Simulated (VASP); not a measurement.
# As in VASP: notebook, part 2 of 2

VASP 6.6.1. The steps go on from the part before.

### Step 3. Relaxation of the atoms, PBE+D3(BJ) (layers slid over each other)

Contents of INCAR:

```
PREC = Accurate
ENCUT = 520
EDIFF = 1E-6
ISMEAR = 0
SIGMA = 0.05
LREAL = F
LASPH = T
NELM = 60
ALGO = Normal
ISIF = 2
LWAVE = F
LCHARG = F
LDIPOL = T
IDIPOL = 3
DIPOL = 0.5 0.5 0.384
GGA = PE
IVDW = 12
IBRION = 2
NSW = 40
EDIFFG = -0.003
```

Contents of KPOINTS:

```
Automatic mesh
0
Gamma
  9 9 1
```

Contents of POSCAR:

```
As
1.0
    3.5713375816      0.0000000000      0.0000000000
   -1.7856687908      3.0928690711      0.0000000000
    0.0000000000      0.0000000000     20.2952790253
As
4
Selective dynamics
Direct
    0.3333333333      0.6666666667      0.2906120446  F F T
    0.6666666667      0.3333333333      0.2217264416  F F F
    0.0000000000      1.3333333333      0.5459003349  F F T
    0.3333333333      1.0000000000      0.4770144630  F F T
```

Potentials or basis: VASP PAW PBE potentials, release 64 (As).

On the command line:

```bash
$ cat potpaw_PBE.64/As/POTCAR > POTCAR
$ mpirun -np 1 vasp_std > vasp.out
```

OUTCAR:

```text
PREC = Accurate
   ENCUT = 520
   EDIFF = 1E-6
   ISMEAR = 0
   LREAL = F
   LASPH = T
   NELM = 60
   ISIF = 2
   GGA = PE
   IVDW = 12
   IBRION = 2
   NSW = 40
   EDIFFG = -0.003
 IVDW          = 12

 ion  position               nearest neighbor table
   1  0.333  0.667  0.291-   2 2.49   2 2.49   2 2.49
   2  0.667  0.333  0.222-   1 2.49   1 2.49   1 2.49
   3  0.000  0.333  0.546-   4 2.49   4 2.49   4 2.49
   4  0.333  0.000  0.477-   3 2.49   3 2.49   3 2.49

  LATTYP: Found a hexagonal cell.
 ALAT       =     3.5713375816
 C/A-ratio  =     5.6828229092

  Lattice vectors:

 A1 = (   3.5713375816,   0.0000000000,   0.0000000000)
 A2 = (  -1.7856687908,   3.0928690711,   0.0000000000)
 A3 = (   0.0000000000,   0.0000000000,  20.2952790253)

Analysis of symmetry for initial positions (statically):
=====================================================================
 Subroutine PRICEL returns:
 Original cell was already a primitive cell.

 Routine SETGRP: Setting up the symmetry group for a
 hexagonal supercell.

 Subroutine GETGRP returns: Found  2 space group operations
 (whereof  1 operations were pure point group operations)
 out of a pool of 24 trial point group operations.

The static configuration has the point symmetry C_1 .
 The point group associated with its full space group is S_2 .

Analysis of symmetry for dynamics (positions and initial velocities):
[... 402 lines left out ...]

  energy without entropy =      -18.60784752  energy(sigma->0) =      -18.60784752

 E-fermi :  -1.0861     XC(G=0):  -4.6594

 val. band max:       -1.3053907966   @ k =   0.1111   0.1111   0.0000
 cond. band min:      -0.3163944467   @ k =   0.3333   0.0000   0.0000
 fundamental gap:      0.9889963498
 Fermi energy:        -1.0861093037

 k-point     1 :       0.0000    0.0000    0.0000
  band No.  band energies     occupation
      1     -15.2294      2.00000
      2     -15.1427      2.00000
      3      -9.1510      2.00000
      4      -8.5621      2.00000
      5      -2.9105      2.00000
      6      -1.5274      2.00000
      7      -1.5211      2.00000
      8      -1.5046      2.00000
      9      -1.4826      2.00000
     10      -1.4166      2.00000
     11       0.4006      0.00000
     12       0.9725      0.00000
     13       1.9441      0.00000
     14       1.9459      0.00000
[... 377 lines left out ...]
      1     -13.2085      2.00000
      2     -13.1395      2.00000
      3     -10.1367      2.00000
      4      -9.9964      2.00000
      5      -5.4335      2.00000
      6      -5.0476      2.00000
      7      -4.1314      2.00000
      8      -3.9765      2.00000
      9      -2.9602      2.00000
     10      -2.3188      2.00000
     11       0.4247      0.00000
     12       1.2123      0.00000
     13       1.7879      0.00000
     14       2.1314      0.00000

 [... further k-points ...]

------------------------ aborting loop because EDIFF is reached ----------------------------------------

 vacuum level on the upper side and lower side of the slab       (xc-potential included)        -0.010        -0.011

 Edisp (eV)   -1.07560

 E8    (eV) :    -0.4693

  FORCE on cell =-STRESS in cart. coord.  units (eV):
  Direction    XX          YY          ZZ          XY          YZ          ZX
  --------------------------------------------------------------------------------------
  -------------------------------------------------------------------------------------
  Total       0.26662     0.16369    -0.01224    -0.12208     0.30123    -0.11542
  in kB       1.90551     1.16987    -0.08748    -0.87250     2.15288    -0.82493
  external pressure =        1.00 kB  Pullay stress =        0.00 kB
[... 19 lines left out ...]
  FREE ENERGIE OF THE ION-ELECTRON SYSTEM (eV)
  ---------------------------------------------------
  free  energy   TOTEN  =       -19.6834501837 eV

  energy  without entropy=      -19.6834501837  energy(sigma->0) =      -19.68345018

 reached required accuracy - stopping structural energy minimisation

 vacuum level on the upper side and lower side of the slab         3.766         3.766
```

It took 30 min on 1 thread of Oxide Virtual Turin-like, shared host; peak memory 0.39 GiB.

Results:

```
Free energy                : -19.6835 eV
Energy gained by relaxing  : 4.4 meV/atom
Ionic steps                : 37
Band gap on the k mesh     : 0.99 eV (least direct gap 1.57 eV)
Dispersion energy per atom : -0.269 eV
```

The path:
| step | energy change (eV) | largest force on free atoms (eV/Å) | pressure (GPa) |
| --- | --- | --- | --- |
| 1 | 0.0000 | 0.1371 | 0.04 |
| 2 | -0.0011 | 0.0621 | -0.08 |
| 3 | -0.0011 | 0.0742 | -0.09 |
| 4 | -0.0013 | 0.0468 | -0.10 |
| 5 | -0.0014 | 0.0457 | -0.10 |
| 6 | -0.0016 | 0.0465 | -0.10 |
| 7 | -0.0023 | 0.0480 | -0.10 |
| 8 | -0.0036 | 0.0508 | -0.09 |
| 9 | -0.0061 | 0.0560 | -0.07 |
| 10 | -0.0105 | 0.0650 | -0.03 |
| 11 | -0.0165 | 0.0750 | 0.06 |
| 12 | -0.0090 | 0.1345 | 0.32 |
| 13 | -0.0174 | 0.0756 | 0.11 |
| 14 | -0.0140 | 0.3069 | -0.05 |
| 15 | -0.0177 | 0.0145 | 0.07 |
| 16 | -0.0177 | 0.0141 | 0.07 |
| 17 | -0.0177 | 0.0256 | 0.10 |
| 18 | -0.0177 | 0.0105 | 0.09 |
| 19 | -0.0177 | 0.0091 | 0.08 |
| 20 | -0.0177 | 0.0224 | 0.10 |
| 21 | -0.0177 | 0.0068 | 0.09 |
| 22 | -0.0177 | 0.0059 | 0.09 |
| 23 | -0.0177 | 0.0045 | 0.08 |
| 24 | -0.0177 | 0.0059 | 0.08 |
| 25 | -0.0177 | 0.0056 | 0.08 |
| 26 | -0.0177 | 0.0099 | 0.08 |
| 27 | -0.0177 | 0.0217 | 0.08 |
| 28 | -0.0177 | 0.0184 | 0.08 |
| 29 | -0.0177 | 0.0181 | 0.08 |
| 30 | -0.0177 | 0.0176 | 0.08 |
| 31 | -0.0177 | 0.0164 | 0.08 |
| 32 | -0.0178 | 0.0138 | 0.08 |
| 33 | -0.0178 | 0.0088 | 0.09 |
| 34 | -0.0178 | 0.0099 | 0.11 |
| 35 | -0.0178 | 0.0081 | 0.10 |
| 36 | -0.0178 | 0.0060 | 0.10 |
| 37 | -0.0178 | 0.0024 | 0.10 |

Final structure:
```
As
1.0
     3.57134    0.00000    0.00000
    -1.78567    3.09287    0.00000
     0.00000    0.00000   20.29528
As
4
Direct
  0.33333 0.66667 0.29090
  0.66667 0.33333 0.22173
  0.00000 0.33333 0.52626
  0.33333 0.00000 0.45710
```

Caveat: the cell differs from its parent crystal (layers slid over each other).

### Step 4. Relaxation of the atoms, PBE+D3(BJ) (layers slid over each other)

Contents of INCAR:

```
SYSTEM = As
PREC = Accurate ; ENCUT = 520
EDIFF = 1E-6 ; ISMEAR = 0
SIGMA = 0.05 ; LREAL = .FALSE.
LASPH = .TRUE. ; NELM = 100
ALGO = Normal ; ISIF = 2
LWAVE = .FALSE. ; LCHARG = .FALSE.
LDIPOL = .TRUE. ; IDIPOL = 3
DIPOL = 0.5 0.5 0.374 ; GGA = PE
IVDW = 12 ; IBRION = 2
NSW = 40 ; EDIFFG = -0.003
```

Contents of KPOINTS:

```
Automatic mesh
0
G
  9 9 1
  0 0 0
```

Contents of POSCAR:

```
As
1.0
    3.5713375816      0.0000000000      0.0000000000
   -1.7856687908      3.0928690711      0.0000000000
    0.0000000000      0.0000000000     20.2952790253
As
4
Selective dynamics
Direct
    0.3333333333      0.6666666667      0.2905603197  F F T
    0.6666666667      0.3333333333      0.2217264416  F F F
    0.1666666667      1.6666666667      0.5256983791  F F T
    0.5000000000      1.3333333333      0.4568716245  F F T
```

On the command line:

```bash
$ cat potpaw_PBE.64/As/POTCAR > POTCAR
$ mpirun -np 1 vasp_std > vasp.out
```

Wall time 15 min (1 thread of Oxide Virtual Turin-like, shared host); peak memory 0.38 GiB.

The run converged. Its results:

* Free energy: -19.7206 eV
* Energy gained by relaxing: 2.6 meV/atom
* Ionic steps: 15
* Band gap on the k mesh: 0.78 eV (least direct gap 1.47 eV)
* Dispersion energy per atom: -0.279 eV

Step by step:
```tsv
step	energy change (eV)	largest force on free atoms (eV/Å)	pressure (GPa)
1	0.0000	0.1444	0.11
2	-0.0012	0.0617	-0.02
3	-0.0012	0.0705	-0.03
4	-0.0014	0.0435	-0.03
5	-0.0015	0.0405	-0.04
6	-0.0017	0.0410	-0.04
7	-0.0021	0.0411	-0.03
8	-0.0031	0.0417	-0.02
9	-0.0049	0.0424	0.00
10	-0.0077	0.0422	0.04
11	-0.0101	0.0357	0.15
12	0.0254	0.8713	-0.12
13	-0.0102	0.0124	0.14
14	-0.0094	0.1364	0.25
15	-0.0102	0.0018	0.15
```

Final structure:
```cif
data_structure
_symmetry_space_group_name_H-M 'P 1'
_symmetry_Int_Tables_number 1
_cell_length_a 3.5713
_cell_length_b 3.5713
_cell_length_c 20.2953
_cell_angle_alpha 90.000
_cell_angle_beta 90.000
_cell_angle_gamma 120.000
_cell_volume 224.18
loop_
_atom_site_label
_atom_site_type_symbol
_atom_site_fract_x
_atom_site_fract_y
_atom_site_fract_z
_atom_site_occupancy
As1 As 0.33333 0.66667 0.29089 1
As2 As 0.66667 0.33333 0.22173 1
As3 As 0.16667 0.66667 0.51323 1
As4 As 0.50000 0.33333 0.44406 1
```

Levels at points of the mesh, in eV from the valence-band top:
```tsv
k point	band 8	band 9	band 10	band 11	band 12	band 13
(0.00, 0.00, 0.00)	-0.36	-0.31	-0.14	1.55	2.27	3.04
```

Caveat: the cell differs from its parent crystal (layers slid over each other).

### Step 5. The runs side by side

| cell | gap on the mesh (eV) |
| --- | --- |
| atoms relaxed, atomic positions A | 0.79 |
| atoms relaxed, atomic positions B | 0.99 |
| atoms relaxed, atomic positions C | 0.78 |

Alike in all rows: task relaxation of the atoms; level PBE+D3(BJ); potentials or basis VASP PAW PBE potentials, release 64 (As); no spin polarisation; k mesh 9 × 9 × 1; cutoff (eV) 520; smearing gaussian 0.05 eV.

Absolute energies hang on the potentials; compare differences alone.
